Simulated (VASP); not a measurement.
# Al in VASP: notebook

Al is run at these levels: LDA, PBE; tasks: single point.

All numbers are computed with VASP 6.6.1; they aren't measurements. Logs are shortened: lines on timing, memory, paths and dates and some standing lists are left out, and cuts for length are marked.

### Step 1. The cell of the first run

The cell holds a slab with vacuum, 10 atoms: a = 2.854 Å, b = 2.854 Å, c = 36.112 Å, α = 90.00°, β = 90.00°, γ = 120.00°.

### Step 2. Single point, LDA

File INCAR:

```
ALGO     = Fast           # electronic algorithm
DIPOL    = 0.5 0.5 0.500
EDIFF    = 1E-6           # SCF threshold, eV
ENCUT    = 520            # plane-wave cutoff, eV
IDIPOL   = 3            
ISIF     = 2              # what is computed and relaxed
ISMEAR   = 0              # smearing method
LASPH    = True           # aspherical terms in the spheres
LCHARG   = True           # write CHGCAR
LDIPOL   = True         
LELF     = True           # ELF
LREAL    = False          # projectors in reciprocal space
LVACPOTAV= True         
LVHAR    = True         
LWAVE    = False          # write WAVECAR
NBANDS   = 26             # bands
NELM     = 80             # most SCF steps
PREC     = Accurate       # precision mode
SIGMA    = 0.1            # smearing width, eV
```

File KPOINTS:

```
k-points
0
Gamma
  12 12 1
```

File POSCAR:

```
Al
1.0
    2.8543223330      0.0000000000      0.0000000000
   -1.4271611665      2.4719156510      0.0000000000
    0.0000000000      0.0000000000     36.1121833172
Al
10
Direct
    0.3333333333      0.6666666667      0.2076861411
    0.0000000000      0.0000000000      0.2726447764
    0.6666666667      0.3333333333      0.3376034117
    0.0000000000      0.0000000000      0.4025620470
    0.3333333333      0.6666666667      0.4675206823
    0.0000000000      0.0000000000      0.5324793177
    0.6666666667      0.3333333333      0.5974379530
    0.0000000000      0.0000000000      0.6623965883
    0.3333333333      0.6666666667      0.7273552236
    0.0000000000      0.0000000000      0.7923138589
```

Potentials or basis: VASP PAW LDA potentials, release 64 (Al).

Started as:

```console
> cat potpaw_LDA.64/Al/POTCAR > POTCAR
> mpirun -np 1 vasp_std > vasp.out
```

OUTCAR:

```text
EDIFF = 1E-6
   ENCUT = 520
   ISIF = 2
   ISMEAR = 0
   LASPH = True
   LREAL = False
   NELM = 80
   PREC = Accurate

 ion  position               nearest neighbor table
   1  0.333  0.667  0.208-   2 2.87   2 2.87   2 2.87
   2  0.000  0.000  0.273-   1 2.87   3 2.87   3 2.87   1 2.87   3 2.87   1 2.87
   3  0.667  0.333  0.338-   2 2.87   4 2.87   2 2.87   4 2.87   2 2.87   4 2.87
   4  0.000  0.000  0.403-   5 2.87   3 2.87   5 2.87   3 2.87   5 2.87   3 2.87
   5  0.333  0.667  0.468-   4 2.87   4 2.87   4 2.87   6 2.87   6 2.87   6 2.87
   6  0.000  0.000  0.532-   7 2.87   7 2.87   7 2.87   5 2.87   5 2.87   5 2.87
   7  0.667  0.333  0.597-   6 2.87   8 2.87   6 2.87   8 2.87   6 2.87   8 2.87
   8  0.000  0.000  0.662-   7 2.87   9 2.87   7 2.87   9 2.87   7 2.87   9 2.87
   9  0.333  0.667  0.727-   8 2.87  10 2.87   8 2.87  10 2.87   8 2.87  10 2.87
  10  0.000  0.000  0.792-   9 2.87   9 2.87   9 2.87

  LATTYP: Found a hexagonal cell.
 ALAT       =     2.8543223330
 C/A-ratio  =    12.6517537629

  Lattice vectors:

 A1 = (   2.8543223330,   0.0000000000,   0.0000000000)
 A2 = (  -1.4271611665,   2.4719156510,   0.0000000000)
 A3 = (   0.0000000000,   0.0000000000,  36.1121833172)

Analysis of symmetry for initial positions (statically):
=====================================================================
 Subroutine PRICEL returns:
 Original cell was already a primitive cell.

 Routine SETGRP: Setting up the symmetry group for a
 hexagonal supercell.

 Subroutine GETGRP returns: Found  6 space group operations
 (whereof  6 operations were pure point group operations)
 out of a pool of 24 trial point group operations.

The static configuration has the point symmetry C_3v.

Analysis of symmetry for dynamics (positions and initial velocities):
=====================================================================
 Subroutine PRICEL returns:
 Original cell was already a primitive cell.

 Routine SETGRP: Setting up the symmetry group for a
 hexagonal supercell.

 Subroutine GETGRP returns: Found  6 space group operations
 (whereof  6 operations were pure point group operations)
 out of a pool of 24 trial point group operations.

The dynamic configuration has the point symmetry C_3v.

 Subroutine INISYM returns: Found  6 space group operations
 (whereof  6 operations are pure point group operations),
 and found     1 'primitive' translations

----------------------------------------------------------------------------------------

                                     Primitive cell

  volume of cell :     254.7947

  direct lattice vectors                    reciprocal lattice vectors
     2.854322333  0.000000000  0.000000000     0.350345856  0.202272274  0.000000000
    -1.427161166  2.471915651  0.000000000     0.000000000  0.404544548  0.000000000
     0.000000000  0.000000000 36.112183317     0.000000000  0.000000000  0.027691485

  length of vectors
     2.854322333  2.854322333 36.112183317     0.404544548  0.404544548  0.027691485

  position of ions in fractional coordinates (direct lattice)
     0.333333333  0.666666667  0.207686141
     0.000000000  0.000000000  0.272644776
     0.666666667  0.333333333  0.337603412
     0.000000000  0.000000000  0.402562047
     0.333333333  0.666666667  0.467520682
     0.000000000  0.000000000  0.532479318
     0.666666667  0.333333333  0.597437953
     0.000000000  0.000000000  0.662396588
     0.333333333  0.666666667  0.727355224
     0.000000000  0.000000000  0.792313859

  ion indices of the primitive-cell ions
   primitive index   ion index
                 1           1
                 2           2
                 3           3
                 4           4
                 5           5
                 6           6
                 7           7
                 8           8
                 9           9
                10          10

----------------------------------------------------------------------------------------

 KPOINTS: k-points

Automatic generation of k-mesh.
 Grid dimensions read from file:
 generate k-points for:   12   12    1

 Generating k-lattice:

  Cartesian coordinates                     Fractional coordinates (reciprocal lattice)
     0.029195488  0.016856023  0.000000000     0.083333333  0.000000000  0.000000000
     0.000000000  0.033712046  0.000000000     0.000000000  0.083333333  0.000000000
     0.000000000  0.000000000  0.027691485     0.000000000  0.000000000  1.000000000

  Length of vectors
     0.033712046  0.033712046  0.027691485

  Shift w.r.t. Gamma in fractional coordinates (k-lattice)
     0.000000000  0.000000000  0.000000000

 Subroutine IBZKPT returns following result:
 ===========================================

 Found     19 irreducible k-points:

 Following reciprocal coordinates:
            Coordinates               Weight
  0.000000  0.000000  0.000000      1.000000
  0.083333 -0.000000  0.000000      6.000000
  0.166667 -0.000000  0.000000      6.000000
  0.250000  0.000000  0.000000      6.000000
  0.333333 -0.000000  0.000000      6.000000
  0.416667 -0.000000  0.000000      6.000000
[... 11 lines left out ...]
  0.333333  0.250000  0.000000     12.000000
  0.333333  0.333333  0.000000      2.000000
   k-points           NKPTS =     19   k-points in BZ     NKDIM =     19   number of bands    NBANDS=     26
   number of dos      NEDOS =    301   number of ions     NIONS =     10
   total plane-waves  NPLWV = 155520
   dimension x,y,z NGX =    24 NGY =   24 NGZ =  270
   dimension x,y,z NGXF=    48 NGYF=   48 NGZF=  540
   ions per type =              10
   NGX,Y,Z   is equivalent  to a cutoff of  13.98, 13.98, 12.43 a.u.
   NGXF,Y,Z  is equivalent  to a cutoff of  27.96, 27.96, 24.86 a.u.
 SYSTEM =  unknown system
   PREC   = accura    normal or accurate (medium, high low for compatibility)
   ISTART =      0    job   : 0-new  1-cont  2-samecut
   ICHARG =      2    charge: 1-file 2-atom 10-const
   ISPIN  =      1    spin polarized calculation?
   LNONCOLLINEAR =      F non collinear calculations
   LSORBIT =      F    spin-orbit coupling
   LASPH  =      T    aspherical Exc in radial PAW
   ENCUT  =  520.0 eV  38.22 Ry    6.18 a.u.   5.31  5.31 67.14*2*pi/ulx,y,z
   NELM   =     80;   NELMIN=  2; NELMDL= -5     # of ELM steps
   EDIFF  = 0.1E-05   stopping-criterion for ELM
   LREAL  =      F    real-space projection
   EDIFFG = 0.1E-04   stopping-criterion for IOM
   NSW    =      0    number of steps for IOM
   IBRION =     -1    ionic relax: 0-MD 1-quasi-New 2-CG
   NFREE  =      0    steps in history (QN), initial steepest desc. (CG)
   ISIF   =      2    stress and relaxation
   ISYM   =      2    0-nonsym 1-usesym 2-fastsym
   POTIM  = 0.5000    time-step for ionic-motion
   TEBEG  =    0.0;   TEEND  =   0.0 temperature during run
   PSTRESS=    0.0 pullay stress
   NELECT =      30.0000    total number of electrons
   NUPDOWN=      -1.0000    fix difference up-down
   EMIN   =  10.00;   EMAX   =-10.00  energy-range for DOS
   EFERMI =   0.00;   METHOD = LEGACY
   ISMEAR =     0;   SIGMA  =   0.10  broadening in eV -4-tet -1-fermi 0-gaus
   EFERMI_NEDOS =   21; number of points for ismear=-14 and -15
   IALGO  =     68    algorithm
   IMIX   =      4    mixing-type and parameters
     AMIX     =   0.40;   BMIX     =  1.00
     AMIX_MAG =   1.60;   BMIX_MAG =  1.00
  volume/ion in A,a.u.               =      25.48       171.94
  Fermi-wavevector in a.u.,A,eV,Ry     =   0.802389  1.516296  8.759819  0.643829
  Thomas-Fermi vector in A             =   1.910058
   LORBIT       =      0    0 simple, 1 ext, 2 COOP (PROOUT), +10 PAW based schemes
   GGA     = CA    functional components
   LHFCALC =     F    Hartree Fock is set to
   AEXX    =    0.0000 exact exchange contribution
   IVDW    =     0    specifies the selected vdW correction
   LEPSILON=     F    determine dielectric tensor
   LRPA    =     F    only Hartree local field effects (RPA)
 non-spin polarized calculation
 RMM-DIIS sequential band-by-band and
 Gauss-broadening in eV      SIGMA  =   0.10
  energy-cutoff  :      520.00
  volume of cell :      254.79
 maximum number of plane-waves:      6911
 NGX is ok and might be reduce to    24
   NGX = 11   NGY = 11   NGZ =135

 dipolmoment           0.000000      0.000000      0.020174 electrons x Angstroem

 number of electron      30.0000000 magnetization

 dipolmoment           0.000000      0.000000     -0.000591 electrons x Angstroem

 Free energy of the ion-electron system (eV)
  ---------------------------------------------------
  ext. energy  EPLUGINS =         0.00000000
  ---------------------------------------------------
  free energy    TOTEN  =       -40.86570784 eV

  energy without entropy =      -40.84352134  energy(sigma->0) =      -40.85461459

 E-fermi :   3.5709     XC(G=0):  -7.2290

 val. band max:        3.5676880996   @ k =   0.4167   0.1667   0.0000
 cond. band min:       3.5960527585   @ k =   0.2500   0.1667   0.0000
 fundamental gap:      0.0283646589
 Fermi energy:         3.5708896000

 k-point     1 :       0.0000    0.0000    0.0000
  band No.  band energies     occupation
      1      -7.4034      2.00000
      2      -7.2139      2.00000
      3      -6.9061      2.00000
      4      -6.4831      2.00000
      5      -5.9355      2.00000
      6      -5.2727      2.00000
[... 18 lines left out ...]
     25      14.3078      0.00000
     26      14.4859      0.00000

 k-point     2 :       0.0833   -0.0000    0.0000
  band No.  band energies     occupation
      1      -7.2357      2.00000
      2      -7.0465      2.00000
      3      -6.7390      2.00000
      4      -6.3164      2.00000
      5      -5.7694      2.00000
      6      -5.1072      2.00000
[... 18 lines left out ...]
     25      11.9610      0.00000
[... 463 lines left out ...]
     25       5.1313      0.00000
     26       5.6359      0.00000

 k-point    19 :       0.3333    0.3333    0.0000
  band No.  band energies     occupation
      1       0.3015      2.00000
      2       0.4675      2.00000
      3       0.4684      2.00000
      4       0.4720      2.00000
      5       0.6394      2.00000
      6       0.6442      2.00000
[... 18 lines left out ...]
     25       5.1114      0.00000
     26       5.2807      0.00000

------------------------ aborting loop because EDIFF is reached ----------------------------------------

  FORCE on cell =-STRESS in cart. coord.  units (eV):
  Direction    XX          YY          ZZ          XY          YZ          ZX
  --------------------------------------------------------------------------------------
  -------------------------------------------------------------------------------------
  Total       -4.0305547     -4.0305547     -3.2192216      0.0000000      0.0000000      0.0000000
  in kB      -25.3445739    -25.3445739    -20.2428214      0.0000000      0.0000000      0.0000000
  external PRESSURE =     -23.6439898 kB  Pullay stress =       0.0000000 kB

 VOLUME and BASIS-vectors are now :
 -----------------------------------------------------------------------------
  energy-cutoff  :      520.00
  volume of cell :      254.79
      direct lattice vectors                 reciprocal lattice vectors
     2.854322333  0.000000000  0.000000000     0.350345856  0.202272274  0.000000000
    -1.427161166  2.471915651  0.000000000     0.000000000  0.404544548  0.000000000
     0.000000000  0.000000000 36.112183317     0.000000000  0.000000000  0.027691485

 POSITION                                       TOTAL-FORCE (eV/Angst)
 -----------------------------------------------------------------------------------
     -0.00000      1.64794      7.50000         0.000000      0.000000      0.135319
      0.00000      0.00000      9.84580         0.000000      0.000000      0.040887
      1.42716      0.82397     12.19160         0.000000     -0.000000     -0.024181
      0.00000      0.00000     14.53739         0.000000      0.000000      0.006885
     -0.00000      1.64794     16.88319        -0.000000      0.000000      0.039208
      0.00000      0.00000     19.22899         0.000000      0.000000     -0.026562
      1.42716      0.82397     21.57479        -0.000000      0.000000     -0.042246
      0.00000      0.00000     23.92059         0.000000      0.000000      0.060195
     -0.00000      1.64794     26.26639        -0.000000     -0.000000     -0.130392
      0.00000      0.00000     28.61218         0.000000     -0.000000     -0.059113
 -----------------------------------------------------------------------------------
    total drift:                               -0.000000      0.000000      0.000005

  FREE ENERGIE OF THE ION-ELECTRON SYSTEM (eV)
  ---------------------------------------------------
  free  energy   TOTEN  =       -40.8657078435 eV

  energy  without entropy=      -40.8435213440  energy(sigma->0) =      -40.85461459

 vacuum level on the upper side and lower side of the slab         7.785         7.800
```

It took 8.8 min on 1 thread of Intel Xeon 8259CL, shared host; peak memory 0.33 GiB.

Results:

- Free energy: -40.8657 eV
- Largest force: 0.135 eV/Å
- Band gap on the k mesh: zero (bands 15 and 16 overlap by 3.48 eV)

Forces on the atoms (eV/Å):
```
Al   0.000  0.000  0.135
Al   0.000  0.000  0.041
Al   0.000  0.000 -0.024
Al   0.000  0.000  0.007
Al   0.000  0.000  0.039
Al   0.000  0.000 -0.027
Al   0.000  0.000 -0.042
Al   0.000  0.000  0.060
Al   0.000  0.000 -0.130
Al   0.000  0.000 -0.059
```

### Step 3. Single point, PBE

This run uses another cell than the first one, of 18.42 Å³/atom.

File INCAR:

```
SYSTEM = Al
PREC = Accurate
ENCUT = 520
EDIFF = 1E-6
ISMEAR = 0
SIGMA = 0.1
LREAL = .False.
LASPH = .True.
NELM = 60
ALGO = Normal
ISIF = 2
LWAVE = .False.
LCHARG = .False.
GGA = PE
NBANDS = 26
```

File KPOINTS:

```
regular mesh
0
Gamma
  12 12 1
  0 0 0
```

File POSCAR:

```
Al
1.0
    2.8543223330      0.0000000000      0.0000000000
   -1.4271611665      2.4719156510      0.0000000000
    0.0000000000      0.0000000000     26.1121833172
Al
10
Direct
    0.3333333333      0.6666666667      0.0957407494
    0.0000000000      0.0000000000      0.1855761384
    0.6666666667      0.3333333333      0.2754115275
    0.0000000000      0.0000000000      0.3652469165
    0.3333333333      0.6666666667      0.4550823055
    0.0000000000      0.0000000000      0.5449176945
    0.6666666667      0.3333333333      0.6347530835
    0.0000000000      0.0000000000      0.7245884725
    0.3333333333      0.6666666667      0.8144238616
    0.0000000000      0.0000000000      0.9042592506
```

Potentials or basis: VASP PAW PBE potentials, release 64 (Al).

Started as:

```console
> cat potpaw_PBE.64/Al/POTCAR > POTCAR
> mpirun -np 1 vasp_std > vasp.out
```

OUTCAR:

```text
SYSTEM = Al
   PREC = Accurate
   ENCUT = 520
   EDIFF = 1E-6
   ISMEAR = 0
   LREAL = .False.
   LASPH = .True.
   NELM = 60
   ISIF = 2
   GGA = PE

 ion  position               nearest neighbor table
   1  0.333  0.667  0.096-   2 2.87   2 2.87   2 2.87
   2  0.000  0.000  0.186-   1 2.87   1 2.87   1 2.87   3 2.87   3 2.87   3 2.87
   3  0.667  0.333  0.275-   4 2.87   4 2.87   4 2.87   2 2.87   2 2.87   2 2.87
   4  0.000  0.000  0.365-   3 2.87   5 2.87   3 2.87   5 2.87   3 2.87   5 2.87
   5  0.333  0.667  0.455-   4 2.87   6 2.87   4 2.87   6 2.87   4 2.87   6 2.87
   6  0.000  0.000  0.545-   5 2.87   7 2.87   7 2.87   5 2.87   7 2.87   5 2.87
   7  0.667  0.333  0.635-   6 2.87   8 2.87   6 2.87   8 2.87   6 2.87   8 2.87
   8  0.000  0.000  0.725-   7 2.87   7 2.87   7 2.87   9 2.87   9 2.87   9 2.87
   9  0.333  0.667  0.814-  10 2.87  10 2.87  10 2.87   8 2.87   8 2.87   8 2.87
  10  0.000  0.000  0.904-   9 2.87   9 2.87   9 2.87

  LATTYP: Found a hexagonal cell.
 ALAT       =     2.8543223330
 C/A-ratio  =     9.1482952066

  Lattice vectors:

 A1 = (   2.8543223330,   0.0000000000,   0.0000000000)
[... 200 lines left out ...]
      4      -3.3404      2.00000
      5      -2.7972      2.00000
      6      -2.1204      2.00000
[... 540 lines left out ...]
     25       8.3006      0.00000
     26       8.4604      0.00000

------------------------ aborting loop because EDIFF is reached ----------------------------------------

  FORCE on cell =-STRESS in cart. coord.  units (eV):
  Direction    XX          YY          ZZ          XY          YZ          ZX
  --------------------------------------------------------------------------------------
  -------------------------------------------------------------------------------------
  Total       -0.6535578     -0.6535578     -0.9900025      0.0000000      0.0000000     -0.0000000
  in kB       -5.6834849     -5.6834849     -8.6092837      0.0000000      0.0000000     -0.0000000
  external PRESSURE =      -6.6587512 kB  Pullay stress =       0.0000000 kB

 VOLUME and BASIS-vectors are now :
 -----------------------------------------------------------------------------
  energy-cutoff  :      520.00
  volume of cell :      184.24
      direct lattice vectors                 reciprocal lattice vectors
     2.854322333  0.000000000  0.000000000     0.350345856  0.202272274  0.000000000
    -1.427161166  2.471915651  0.000000000     0.000000000  0.404544548  0.000000000
     0.000000000  0.000000000 26.112183317     0.000000000  0.000000000  0.038296300

 POSITION                                       TOTAL-FORCE (eV/Angst)
 -----------------------------------------------------------------------------------
     -0.00000      1.64794      2.50000         0.000000     -0.000000     -0.057983
      0.00000      0.00000      4.84580        -0.000000     -0.000000      0.062244
      1.42716      0.82397      7.19160        -0.000000     -0.000000     -0.012052
      0.00000      0.00000      9.53739        -0.000000     -0.000000     -0.000610
     -0.00000      1.64794     11.88319         0.000000     -0.000000      0.032302
      0.00000      0.00000     14.22899        -0.000000      0.000000     -0.021452
      1.42716      0.82397     16.57479         0.000000     -0.000000     -0.027734
      0.00000      0.00000     18.92059        -0.000000     -0.000000      0.038267
     -0.00000      1.64794     21.26639        -0.000000      0.000000     -0.150029
      0.00000      0.00000     23.61218        -0.000000     -0.000000      0.137048
 -----------------------------------------------------------------------------------
    total drift:                               -0.000000      0.000000     -0.000024

  FREE ENERGIE OF THE ION-ELECTRON SYSTEM (eV)
  ---------------------------------------------------
  free  energy   TOTEN  =       -36.6716070252 eV

  energy  without entropy=      -36.6530851213  energy(sigma->0) =      -36.66234607
```

OSZICAR:

```text
N       E                     dE             d eps       ncg     rms          rms(c)
DAV:   1     0.353651302214E+02    0.35365E+02   -0.10168E+04   988   0.910E+02
DAV:   2    -0.337437782112E+02   -0.69109E+02   -0.63938E+02  1190   0.123E+02
[... 10 lines left out ...]
DAV:  13    -0.366716018116E+02   -0.36724E-03   -0.58783E-04  1252   0.992E-02    0.127E-01
DAV:  14    -0.366715754364E+02    0.26375E-04   -0.83057E-04  1214   0.105E-01    0.288E-02
DAV:  15    -0.366715710230E+02    0.44134E-05   -0.25931E-04  1244   0.652E-02    0.211E-02
DAV:  16    -0.366715839220E+02   -0.12899E-04   -0.50915E-05  1232   0.299E-02    0.154E-02
DAV:  17    -0.366716034597E+02   -0.19538E-04   -0.21784E-05  1110   0.169E-02    0.668E-03
DAV:  18    -0.366716068896E+02   -0.34300E-05   -0.50905E-06  1096   0.750E-03    0.281E-03
DAV:  19    -0.366716070252E+02   -0.13559E-06   -0.59120E-07   876   0.308E-03
   1 F= -.36671607E+02 E0= -.36662346E+02  d E =-.185219E-01
```

Wall time 4.2 min (1 thread of Intel Xeon 8259CL, shared host); peak memory 0.33 GiB.

What came out:

```
Free energy            : -36.6716 eV
Largest force          : 0.150 eV/Å
Band gap on the k mesh : zero (bands 15 and 16 overlap by 3.40 eV)
```

Forces on the atoms (eV/Å):
```
Al   0.000  0.000 -0.058
Al   0.000  0.000  0.062
Al   0.000  0.000 -0.012
Al   0.000  0.000 -0.001
Al   0.000  0.000  0.032
Al   0.000  0.000 -0.021
Al   0.000  0.000 -0.028
Al   0.000  0.000  0.038
Al   0.000  0.000 -0.150
Al   0.000  0.000  0.137
```
